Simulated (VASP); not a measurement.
# BN (Cc) in VASP: notebook, part 2 of 2

VASP 6.6.1.

### 3 Single point, r2SCAN (strain +0.0525 x Voigt [0, 0, 0, 0, 1, 0])

POSCAR reads:

```
BN
1.0
    2.5439665232      0.0000000000      0.0667791212
   -1.2719832616      2.2031396355     -0.0333895606
    0.1104533045      0.0000000000      4.2077449317
B N
2 2
Direct
    0.6666666667      0.3333333333      0.9997995909
    0.3333333333      0.6666666667      0.4997995909
    0.6666666667      0.3333333333      0.6252004091
    0.3333333333      0.6666666667      0.1252004091
```

INCAR.step1 reads:

```
SYSTEM = BN
PREC = Accurate
ENCUT = 520
ISMEAR = 0
SIGMA = 0.05
LREAL = .False.
LASPH = .True.
NELM = 60
NBANDS = 16
GGA = PE
ALGO = Normal
EDIFF = 1E-4
LWAVE = .True.
LCHARG = .False.
```

INCAR.step2 reads:

```
SYSTEM = BN
PREC = Accurate
ENCUT = 520
EDIFF = 1E-7
ISMEAR = 0
SIGMA = 0.05
LREAL = .False.
LASPH = .True.
NELM = 60
ALGO = Normal
ISIF = 2
LWAVE = .False.
LCHARG = .False.
METAGGA = R2SCAN
LMIXTAU = .True.
NBANDS = 16
ISTART = 1
```

KPOINTS reads:

```
regular mesh
0
Gamma
  12 12 6
  0 0 0
```

Potentials or basis: VASP PAW PBE potentials, release 64 (B, N).

Launch:

```
$ cat potpaw_PBE.64/B/POTCAR potpaw_PBE.64/N/POTCAR > POTCAR
$ cp INCAR.step1 INCAR
$ mpirun -np 1 vasp_std > vasp.out
$ cp INCAR.step2 INCAR
$ mpirun -np 1 vasp_std > vasp.out
```

OUTCAR:

```text
SYSTEM = BN
   PREC = Accurate
   ENCUT = 520
   EDIFF = 1E-7
   ISMEAR = 0
   LREAL = .False.
   LASPH = .True.
   NELM = 60
   ISIF = 2
   METAGGA = R2SCAN
   ISTART = 1

 ion  position               nearest neighbor table
   1  0.667  0.333  1.000-   4 1.54   4 1.56   3 1.58   4 1.58
   2  0.333  0.667  0.500-   3 1.54   3 1.56   4 1.58   3 1.58
   3  0.667  0.333  0.625-   2 1.54   2 1.56   1 1.58   2 1.58
   4  0.333  0.667  0.125-   1 1.54   1 1.56   2 1.58   1 1.58

  LATTYP: Found a base centered monoclinic cell.
 ALAT       =     2.5448428482
 B/A-ratio  =     1.7314543702
 C/A-ratio  =     1.6540095529
 COS(beta)  =    -0.0524638491

  Lattice vectors:

 A1 = (  -1.2719832616,   2.2031396355,  -0.0333895606)
 A2 = (  -1.2719832616,  -2.2031396355,  -0.0333895606)
 A3 = (   0.1104533045,   0.0000000000,   4.2077449317)

Analysis of symmetry for initial positions (statically):
=====================================================================
 Subroutine PRICEL returns:
 Original cell was already a primitive cell.

[... 178 lines left out ...]
 cond. band min:      13.1870956601   @ k =   0.3333   0.3333   0.0000
 fundamental gap:      5.6251215245
 Fermi energy:         7.7684611200

 k-point     1 :       0.0000    0.0000    0.0000
  band No.  band energies     occupation
      1     -14.0640      2.00000
      2      -9.8067      2.00000
      3      -3.8933      2.00000
      4       5.2037      2.00000
      5       5.2131      2.00000
      6       7.0701      2.00000
[... 433 lines left out ...]
      3      -2.2137      2.00000
      4      -0.4862      2.00000
      5       0.6586      2.00000
      6       0.7823      2.00000
[... 8 lines left out ...]
     15      24.5809      0.00000
     16      25.8515      0.00000

 [... further k-points ...]

------------------------ aborting loop because EDIFF is reached ----------------------------------------

  FORCE on cell =-STRESS in cart. coord.  units (eV):
  Direction    XX          YY          ZZ          XY          YZ          ZX
  --------------------------------------------------------------------------------------
  -------------------------------------------------------------------------------------
  Total        0.2214294      0.2271314      0.2905366      0.0000000      0.0000000     -2.7205121
  in kB       15.0536729     15.4413163     19.7518604      0.0000000      0.0000000   -184.9514703
  external PRESSURE =      16.7489499 kB  Pullay stress =       0.0000000 kB

 VOLUME and BASIS-vectors are now :
 -----------------------------------------------------------------------------
  energy-cutoff  :      520.00
  volume of cell :       23.57
      direct lattice vectors                 reciprocal lattice vectors
     2.543966523  0.000000000  0.066779121     0.393357982  0.226948847 -0.010325647
    -1.271983262  2.203139635 -0.033389561     0.000000000  0.453897694  0.000000000
     0.110453305  0.000000000  4.207744932    -0.006242798  0.000000000  0.237820865

 POSITION                                       TOTAL-FORCE (eV/Angst)
 -----------------------------------------------------------------------------------
      1.38241      0.73438      4.24029         0.114481     -0.036242     -0.020987
      0.05520      1.46876      2.10303         0.114481      0.036242     -0.020987
      1.34104      0.73438      2.66407        -0.114481     -0.065689      0.020987
      0.01383      1.46876      0.52681        -0.114481      0.065689      0.020987
 -----------------------------------------------------------------------------------
    total drift:                                0.000093     -0.000000      0.002231

  FREE ENERGIE OF THE ION-ELECTRON SYSTEM (eV)
  ---------------------------------------------------
  free  energy   TOTEN  =       -38.1945717826 eV

  energy  without entropy=      -38.1945717826  energy(sigma->0) =      -38.19457178
```

OUTCAR.step1:

```text
SYSTEM = BN
   PREC = Accurate
   ENCUT = 520
   ISMEAR = 0
   LREAL = .False.
   LASPH = .True.
   NELM = 60
[... 688 lines left out ...]
      0.05520      1.46876      2.10303         0.143457      0.035507     -0.027091
      1.34104      0.73438      2.66407        -0.143457     -0.063223      0.027091
      0.01383      1.46876      0.52681        -0.143457      0.063223      0.027091
 -----------------------------------------------------------------------------------
    total drift:                               -0.000440     -0.000000      0.000187

  FREE ENERGIE OF THE ION-ELECTRON SYSTEM (eV)
  ---------------------------------------------------
  free  energy   TOTEN  =       -34.7580557242 eV

  energy  without entropy=      -34.7580557242  energy(sigma->0) =      -34.75805572
```

Run time: 3.1 min. Hardware: 1 thread of Intel Xeon Platinum 8488C (Sapphire Rapids), shared host; peak memory 0.19 GiB.

Results:

```yaml
Free_energy: -38.1946 eV
Pressure: 1.7 GPa
Largest_force: 0.134 eV/Å
Band_gap_on_the_k_mesh: 5.63 eV (least direct gap 8.80 eV)
```

Forces in eV/Å, atoms in the order of the input:
```
B    0.114 -0.036 -0.021
B    0.114  0.036 -0.021
N   -0.114 -0.066  0.021
N   -0.114  0.066  0.021
```

Stress tensor (GPa, compression positive):
```
  1.51   0.00 -18.50
  0.00   1.54   0.00
-18.50   0.00   1.98
```

Levels at points of the mesh, in eV from the valence-band top:
```csv
k point,band 5,band 6,band 7,band 8,band 9,band 10,band 11,band 12
"(0.00, 0.00, 0.00)",-2.35,-0.49,-0.11,0.00,8.80,8.92,9.28,10.11
"(0.50, 0.00, 0.00)",-7.19,-5.32,-4.63,-2.32,7.17,8.45,11.00,12.39
"(0.00, 0.50, 0.00)",-7.34,-5.29,-4.66,-2.34,7.20,8.45,10.56,12.90
"(0.00, 0.00, 0.50)",-1.61,-1.61,-1.09,-1.09,9.93,9.93,10.41,10.41
"(0.50, 0.00, 0.50)",-4.30,-4.15,-3.95,-3.39,6.68,7.43,10.06,11.23
"(0.00, 0.50, 0.50)",-4.06,-4.06,-3.82,-3.82,7.07,7.07,10.62,10.62
```

Caveat: the cell differs from its parent crystal (strain +0.0525 x Voigt [0, 0, 0, 0, 1, 0]); the PAW data sets were made with another functional, which shifts forces and pressure a little. A k mesh can miss the band edges.
